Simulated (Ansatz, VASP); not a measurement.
# Two plane-wave programs on Mg2Si3N3

File INCAR:

```
SYSTEM = Mg2Si3N3
PREC = Accurate
ENCUT = 600
EDIFF = 1E-7
ISMEAR = 0
SIGMA = 0.1
LREAL = .False.
LASPH = .True.
NELM = 120
ALGO = Normal
ISIF = 3
LWAVE = .False.
LCHARG = .False.
GGA = PE
IBRION = 2
NSW = 100
EDIFFG = -0.01
GGA_COMPAT = .False.
NELMIN = 4
```

Contents of KPOINTS:

```
regular mesh
0
Gamma
  8 8 6
  0 0 0
```

File POSCAR:

```
Mg2Si3N3
1.0
    2.9142772918     -3.3528135621      0.0000000000
    2.9142772918      3.3528135621      0.0000000000
   -1.5701292634      0.0000000000      5.7363544484
Mg Si N
2 3 3
Direct
    0.1598465402      0.1598465402      0.3711055617
    0.6489861904      0.6489861904      0.2675354437
    0.7513165543      0.2886221423      0.7209198285
    0.2054518894      0.2054518894      0.9598878386
    0.2886221423      0.7513165543      0.7209198285
    0.4971475960      0.4971475960      0.8674193854
    0.4974684145      0.9499904309      0.5460866821
    0.9499904309      0.4974684145      0.5460866821
```

Input for Ansatz:

```yaml
crystal:
  lattice:
    - [2.9142772918, -3.3528135621, 0.0]
    - [2.9142772918, 3.3528135621, 0.0]
    - [-1.5701292634, 0.0, 5.7363544484]
  atoms:
    - { symbol: Mg, position: [0.1598465402, 0.1598465402, 0.3711055617] }
    - { symbol: Mg, position: [0.6489861904, 0.6489861904, 0.2675354437] }
    - { symbol: Si, position: [0.7513165543, 0.2886221423, 0.7209198285] }
    - { symbol: Si, position: [0.2054518894, 0.2054518894, 0.9598878386] }
    - { symbol: Si, position: [0.2886221423, 0.7513165543, 0.7209198285] }
    - { symbol: "N", position: [0.497147596, 0.497147596, 0.8674193854] }
    - { symbol: "N", position: [0.4974684145, 0.9499904309, 0.5460866821] }
    - { symbol: "N", position: [0.9499904309, 0.4974684145, 0.5460866821] }
basis:
  ecutwfc: 420
kpoints:
  mp_grid: { grid: [8, 8, 6] }
hamiltonian:
  xc: pbe
scf:
  occupations: { method: gaussian, width: 0.1 }
output:
  forces: true
  stress: true
  eigenvalues: true
relax:
  adjacent_minimum: "off"
  f_tol: 0.01
  max_steps: 80
  cell: { stress_tol: 0.05 }
```

Change from the starting cell: the structure that the rattled cell fell into.

Alike in both runs: task relaxation of cell and atoms; functional PBE; k mesh 8 × 8 × 6; occupations gaussian, width 0.1 eV; no spin polarisation.

```csv
,VASP,Ansatz
version,VASP 6.6.1,Ansatz 0.2.0
potentials or method,"VASP PAW PBE potentials, release 64 (Mg, Si, N), cutoff 600 eV","scalar-relativistic, plane waves, PAW"
valence electrons in the cell,31,47
```

|  | VASP | Ansatz | Ansatz less VASP |
| --- | --- | --- | --- |
| gap on the k mesh at the Fermi level, each at its own relaxed structure (eV) | none | none | - |
| relaxed volume (Å³/atom) | 13.98 | 14.01 | +0.030 |
| relaxed cell length with the largest relative difference (Å) | 5.943 | 5.950 | +0.0068 |

A gap of «none» marks a metal or a gap that the smearing closes. VASP's potentials hold 31 valence electrons a cell and Ansatz's 47, so a difference there can come from the potentials and not from the codes.
